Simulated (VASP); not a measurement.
# CdSe (Cadmoselite) (P6_3mc) in VASP: notebook

The runs below take CdSe (Cadmoselite) through single point, with PBE, revPBE.

Program: VASP 6.6.1. These are calculated values, not measurements. Logs are shortened: lines on timing, memory, paths and dates and some standing lists are left out, and cuts for length are marked.

## Step 1: The cell of the first run

The structure is hexagonal, space group P6_3mc (No. 186). Conventional cell: a = 4.300 Å, b = 4.300 Å, c = 7.020 Å, α = 90.00°, β = 90.00°, γ = 120.00°. Cd (site symmetry 3m) has 4 Se at 2.61 to 2.70 Å within 3.4 Å. Within 3.4 Å of Se (site symmetry 3m) lie 4 Cd at 2.61 to 2.70 Å.

## Step 2: Single point, PBE

Contents of INCAR:

```
ALGO = Normal
EDIFF = 1E-6
ENCUT = 520
GGA = PE
ISIF = 2
ISMEAR = 0
LASPH = True
LCHARG = True
LELF = True
LREAL = False
LVHAR = True
LWAVE = False
NBANDS = 26
NELM = 60
PREC = Accurate
SIGMA = 0.01
```

Contents of KPOINTS:

```
k-points
0
Gamma
  6 6 4
```

Contents of POSCAR:

```
CdSe
1.0
    4.3000000000      0.0000000000      0.0000000000
   -2.1500000000      3.7239092400      0.0000000000
    0.0000000000      0.0000000000      7.0200000000
Cd Se
2 2
Direct
    0.3333333333      0.6666666667      0.0000000000
    0.6666666667      0.3333333333      0.5000000000
    0.3333333333      0.6666666667      0.3850000000
    0.6666666667      0.3333333333      0.8850000000
```

Potentials or basis: VASP PAW PBE potentials, release 64 (Cd, Se).

On the command line:

```bash
$ cat potpaw_PBE.64/Cd/POTCAR potpaw_PBE.64/Se/POTCAR > POTCAR
$ mpirun -np 1 vasp_std > vasp.out
```

OUTCAR:

```text
EDIFF = 1E-6
   ENCUT = 520
   GGA = PE
   ISIF = 2
   ISMEAR = 0
   LASPH = True
   LREAL = False
   NELM = 60
   PREC = Accurate

 ion  position               nearest neighbor table
   1  0.333  0.667  0.000-   4 2.61   4 2.61   4 2.61   3 2.70
   2  0.667  0.333  0.500-   3 2.61   3 2.61   3 2.61   4 2.70
   3  0.333  0.667  0.385-   2 2.61   2 2.61   2 2.61   1 2.70
   4  0.667  0.333  0.885-   1 2.61   1 2.61   1 2.61   2 2.70

  LATTYP: Found a hexagonal cell.
 ALAT       =     4.3000000000
 C/A-ratio  =     1.6325581395

  Lattice vectors:

 A1 = (   4.3000000000,   0.0000000000,   0.0000000000)
 A2 = (  -2.1500000000,   3.7239092400,   0.0000000000)
 A3 = (   0.0000000000,   0.0000000000,   7.0200000000)

Analysis of symmetry for initial positions (statically):
=====================================================================
 Subroutine PRICEL returns:
 Original cell was already a primitive cell.

 Routine SETGRP: Setting up the symmetry group for a
 hexagonal supercell.

 Subroutine GETGRP returns: Found 12 space group operations
 (whereof  6 operations were pure point group operations)
 out of a pool of 24 trial point group operations.

The static configuration has the point symmetry C_3v.
 The point group associated with its full space group is C_6v.

Analysis of symmetry for dynamics (positions and initial velocities):
=====================================================================
 Subroutine PRICEL returns:
 Original cell was already a primitive cell.

 Routine SETGRP: Setting up the symmetry group for a
 hexagonal supercell.

 Subroutine GETGRP returns: Found 12 space group operations
 (whereof  6 operations were pure point group operations)
 out of a pool of 24 trial point group operations.

The dynamic configuration has the point symmetry C_3v.
 The point group associated with its full space group is C_6v.

 Subroutine INISYM returns: Found 12 space group operations
 (whereof  6 operations are pure point group operations),
 and found     1 'primitive' translations

----------------------------------------------------------------------------------------

                                     Primitive cell

  volume of cell :     112.4099

  direct lattice vectors                    reciprocal lattice vectors
     4.300000000  0.000000000  0.000000000     0.232558140  0.134267504  0.000000000
    -2.150000000  3.723909240  0.000000000     0.000000000  0.268535009  0.000000000
     0.000000000  0.000000000  7.020000000     0.000000000  0.000000000  0.142450142

  length of vectors
     4.300000000  4.300000003  7.020000000     0.268535009  0.268535009  0.142450142

  position of ions in fractional coordinates (direct lattice)
     0.333333333  0.666666667  0.000000000
     0.666666667  0.333333333  0.500000000
     0.333333333  0.666666667  0.385000000
     0.666666667  0.333333333  0.885000000

  ion indices of the primitive-cell ions
   primitive index   ion index
                 1           1
                 2           2
                 3           3
                 4           4

----------------------------------------------------------------------------------------

 KPOINTS: k-points

Automatic generation of k-mesh.
 Grid dimensions read from file:
 generate k-points for:    6    6    4

 Generating k-lattice:

  Cartesian coordinates                     Fractional coordinates (reciprocal lattice)
     0.038759690  0.022377917  0.000000000     0.166666667  0.000000000  0.000000000
     0.000000000  0.044755835  0.000000000     0.000000000  0.166666667  0.000000000
     0.000000000  0.000000000  0.035612536     0.000000000  0.000000000  0.250000000

  Length of vectors
     0.044755835  0.044755835  0.035612536

  Shift w.r.t. Gamma in fractional coordinates (k-lattice)
     0.000000000  0.000000000  0.000000000

 Subroutine IBZKPT returns following result:
 ===========================================

 Found     21 irreducible k-points:

 Following reciprocal coordinates:
            Coordinates               Weight
  0.000000  0.000000  0.000000      1.000000
  0.166667  0.000000  0.000000      6.000000
  0.333333  0.000000  0.000000      6.000000
  0.500000  0.000000  0.000000      3.000000
  0.166667  0.166667  0.000000      6.000000
  0.333333  0.166667  0.000000     12.000000
[... 13 lines left out ...]
  0.333333  0.166667  0.500000     12.000000
  0.333333  0.333333  0.500000      2.000000
   k-points           NKPTS =     21   k-points in BZ     NKDIM =     21   number of bands    NBANDS=     26
   number of dos      NEDOS =    301   number of ions     NIONS =      4
   total plane-waves  NPLWV =  55296
   dimension x,y,z NGX =    32 NGY =   32 NGZ =   54
   dimension x,y,z NGXF=    64 NGYF=   64 NGZF=  108
   ions per type =               2   2
   NGX,Y,Z   is equivalent  to a cutoff of  12.37, 12.37, 12.79 a.u.
   NGXF,Y,Z  is equivalent  to a cutoff of  24.74, 24.74, 25.58 a.u.
 SYSTEM =  unknown system
   PREC   = accura    normal or accurate (medium, high low for compatibility)
   ISTART =      0    job   : 0-new  1-cont  2-samecut
   ICHARG =      2    charge: 1-file 2-atom 10-const
   ISPIN  =      1    spin polarized calculation?
   LNONCOLLINEAR =      F non collinear calculations
   LSORBIT =      F    spin-orbit coupling
   LASPH  =      T    aspherical Exc in radial PAW
   ENCUT  =  520.0 eV  38.22 Ry    6.18 a.u.   8.00  8.00 13.05*2*pi/ulx,y,z
   NELM   =     60;   NELMIN=  2; NELMDL= -5     # of ELM steps
   EDIFF  = 0.1E-05   stopping-criterion for ELM
   LREAL  =      F    real-space projection
   EDIFFG = 0.1E-04   stopping-criterion for IOM
   NSW    =      0    number of steps for IOM
   IBRION =     -1    ionic relax: 0-MD 1-quasi-New 2-CG
   NFREE  =      0    steps in history (QN), initial steepest desc. (CG)
   ISIF   =      2    stress and relaxation
   ISYM   =      2    0-nonsym 1-usesym 2-fastsym
   POTIM  = 0.5000    time-step for ionic-motion
   TEBEG  =    0.0;   TEEND  =   0.0 temperature during run
   PSTRESS=    0.0 pullay stress
   NELECT =      36.0000    total number of electrons
   NUPDOWN=      -1.0000    fix difference up-down
   EMIN   =  10.00;   EMAX   =-10.00  energy-range for DOS
   EFERMI =   0.00;   METHOD = LEGACY
   ISMEAR =     0;   SIGMA  =   0.01  broadening in eV -4-tet -1-fermi 0-gaus
   EFERMI_NEDOS =   21; number of points for ismear=-14 and -15
   IALGO  =     38    algorithm
   IMIX   =      4    mixing-type and parameters
     AMIX     =   0.40;   BMIX     =  1.00
     AMIX_MAG =   1.60;   BMIX_MAG =  1.00
  volume/ion in A,a.u.               =      28.10       189.64
  Fermi-wavevector in a.u.,A,eV,Ry     =   1.120059  2.116604 17.068937  1.254531
  Thomas-Fermi vector in A             =   2.256702
   LORBIT       =      0    0 simple, 1 ext, 2 COOP (PROOUT), +10 PAW based schemes
   GGA     = PE    functional components
   LHFCALC =     F    Hartree Fock is set to
   AEXX    =    0.0000 exact exchange contribution
   IVDW    =     0    specifies the selected vdW correction
   LEPSILON=     F    determine dielectric tensor
   LRPA    =     F    only Hartree local field effects (RPA)
 non-spin polarized calculation
 Gauss-broadening in eV      SIGMA  =   0.01
  energy-cutoff  :      520.00
  volume of cell :      112.41
 maximum number of plane-waves:      3042
 NGX is ok and might be reduce to    32
   NGX = 15   NGY = 15   NGZ = 27

 number of electron      35.9999998 magnetization

 Free energy of the ion-electron system (eV)
  ---------------------------------------------------
  ext. energy  EPLUGINS =         0.00000000
  ---------------------------------------------------
  free energy    TOTEN  =       -10.90127441 eV

  energy without entropy =      -10.90127441  energy(sigma->0) =      -10.90127441

 E-fermi :   1.0138     XC(G=0):  -8.8814

 val. band max:        0.9378323764   @ k =   0.0000   0.0000   0.0000
 cond. band min:       1.6397573758   @ k =   0.0000   0.0000   0.0000
 fundamental gap:      0.7019249993
 Fermi energy:         1.0138431128

 k-point     1 :       0.0000    0.0000    0.0000
  band No.  band energies     occupation
      1     -11.6566      2.00000
      2     -11.2904      2.00000
      3      -6.9987      2.00000
      4      -6.9987      2.00000
      5      -6.9432      2.00000
      6      -6.9432      2.00000
[... 18 lines left out ...]
     25       7.9288      0.00000
     26       8.6666      0.00000

 k-point     2 :       0.1667    0.0000    0.0000
  band No.  band energies     occupation
      1     -11.5723      2.00000
      2     -11.2502      2.00000
      3      -6.9643      2.00000
      4      -6.9500      2.00000
      5      -6.9024      2.00000
      6      -6.8992      2.00000
[... 18 lines left out ...]
     25       8.1937      0.00000
     26       8.5802      0.00000

 k-point     3 :       0.3333    0.0000    0.0000
  band No.  band energies     occupation
      1     -11.3891      2.00000
      2     -11.1813      2.00000
      3      -6.9059      2.00000
      4      -6.8968      2.00000
      5      -6.8109      2.00000
      6      -6.7796      2.00000
[... 18 lines left out ...]
     25       8.7993      0.00000
     26       9.1590      0.00000

 k-point     4 :       0.5000    0.0000    0.0000
  band No.  band energies     occupation
      1     -11.2800      2.00000
      2     -11.1631      2.00000
      3      -6.8846      2.00000
      4      -6.8843      2.00000
      5      -6.7684      2.00000
      6      -6.7126      2.00000
[... 18 lines left out ...]
     25       8.8455      0.00000
     26      10.5495      0.00000
[... 409 lines left out ...]
      1     -11.3120      2.00000
      2     -11.3120      2.00000
      3      -6.8872      2.00000
      4      -6.8872      2.00000
      5      -6.8572      2.00000
      6      -6.8572      2.00000
[... 18 lines left out ...]
     25       8.5277      0.00000
     26       8.5277      0.00000

 k-point    20 :       0.3333    0.1667    0.5000
  band No.  band energies     occupation
      1     -11.2154      2.00000
      2     -11.2154      2.00000
      3      -6.8408      2.00000
      4      -6.8408      2.00000
      5      -6.8214      2.00000
      6      -6.8214      2.00000
[... 18 lines left out ...]
     25       8.9429      0.00000
     26       8.9429      0.00000

 k-point    21 :       0.3333    0.3333    0.5000
  band No.  band energies     occupation
      1     -11.1841      2.00000
      2     -11.1841      2.00000
      3      -6.8215      2.00000
      4      -6.8215      2.00000
      5      -6.8096      2.00000
      6      -6.8096      2.00000
[... 18 lines left out ...]
     25       9.7057      0.00000
     26       9.7058      0.00000

------------------------ aborting loop because EDIFF is reached ----------------------------------------

  FORCE on cell =-STRESS in cart. coord.  units (eV):
  Direction    XX          YY          ZZ          XY          YZ          ZX
  --------------------------------------------------------------------------------------
  -------------------------------------------------------------------------------------
  Total        2.8386914      2.8386914      1.3477654      0.0000000      0.0000000      0.0000000
  in kB       40.4598356     40.4598357     19.2096849      0.0000000      0.0000000      0.0000000
  external PRESSURE =      33.3764521 kB  Pullay stress =       0.0000000 kB

 VOLUME and BASIS-vectors are now :
 -----------------------------------------------------------------------------
  energy-cutoff  :      520.00
  volume of cell :      112.41
      direct lattice vectors                 reciprocal lattice vectors
     4.300000000  0.000000000  0.000000000     0.232558140  0.134267504  0.000000000
    -2.150000000  3.723909240  0.000000000     0.000000000  0.268535009  0.000000000
     0.000000000  0.000000000  7.020000000     0.000000000  0.000000000  0.142450142

 POSITION                                       TOTAL-FORCE (eV/Angst)
 -----------------------------------------------------------------------------------
     -0.00000      2.48261      0.00000         0.000000     -0.000000      0.292263
      2.15000      1.24130      3.51000         0.000000      0.000000      0.292263
     -0.00000      2.48261      2.70270         0.000000     -0.000000     -0.292263
      2.15000      1.24130      6.21270        -0.000000      0.000000     -0.292263
 -----------------------------------------------------------------------------------
    total drift:                               -0.000000     -0.000000      0.000093

  FREE ENERGIE OF THE ION-ELECTRON SYSTEM (eV)
  ---------------------------------------------------
  free  energy   TOTEN  =       -10.9012744055 eV

  energy  without entropy=      -10.9012744055  energy(sigma->0) =      -10.90127441
```

Wall time 41 s (1 thread of Intel Xeon Platinum 8375C at 2.90GHz (Ice Lake), shared host); peak memory 0.24 GiB.

What came out:

* Free energy: -10.9013 eV
* Pressure: 3.3 GPa
* Largest force: 0.292 eV/Å
* Band gap on the k mesh: 0.70 eV, direct

Forces in eV/Å, atoms in the order of the input:
```
Cd   0.000  0.000  0.292
Cd   0.000  0.000  0.292
Se   0.000  0.000 -0.292
Se   0.000  0.000 -0.292
```

## Step 3: Single point, revPBE

Contents of INCAR:

```
  ALGO = Normal
  EDIFF = 1E-7
  ENCUT = 520
  GGA = RE
  ISIF = 2
  ISMEAR = 0
  LASPH = T
  LCHARG = T
  LELF = T
  LREAL = F
  LVHAR = T
  LWAVE = F
  NBANDS = 26
  NELM = 80
  PREC = Accurate
  SIGMA = 0.01
```

KPOINTS is that of step 2.

POSCAR is that of step 2.

Potentials or basis: VASP PAW PBE potentials, release 64 (Cd, Se).

On the command line:

```bash
$ cat potpaw_PBE.64/Cd/POTCAR potpaw_PBE.64/Se/POTCAR > POTCAR
$ mpirun -np 1 vasp_std > vasp.out
```

Wall time 46 s (1 thread of Intel Xeon Platinum 8375C at 2.90GHz (Ice Lake), shared host); peak memory 0.24 GiB.

It converged, with:

| Property | Result |
| --- | --- |
| Free energy | -9.7197 eV |
| Pressure | 4.8 GPa |
| Largest force | 0.296 eV/Å |
| Band gap on the k mesh | 0.83 eV, direct |

Forces on the atoms (eV/Å):
```
Cd   0.000  0.000  0.296
Cd   0.000  0.000  0.296
Se   0.000  0.000 -0.296
Se   0.000  0.000 -0.296
```

Stress tensor (GPa, compression positive):
```
5.53 0.00 0.00
0.00 5.53 0.00
0.00 0.00 3.32
```

Levels at points of the mesh, in eV from the valence-band top:
```
           k point  band 16  band 17  band 18  band 19  band 20  band 21
(0.00, 0.00, 0.00)    -0.01     0.00     0.00     0.83     2.21     5.94
(0.50, 0.00, 0.00)    -1.84    -1.22    -0.83     3.31     3.40     4.92
(0.00, 0.00, 0.50)    -0.37    -0.37    -0.37     2.43     2.43     5.93
(0.50, 0.00, 0.50)    -1.37    -1.28    -1.28     3.09     3.09     4.86
```

Caveat: the PAW data sets were made with another functional, which shifts forces and pressure a little.
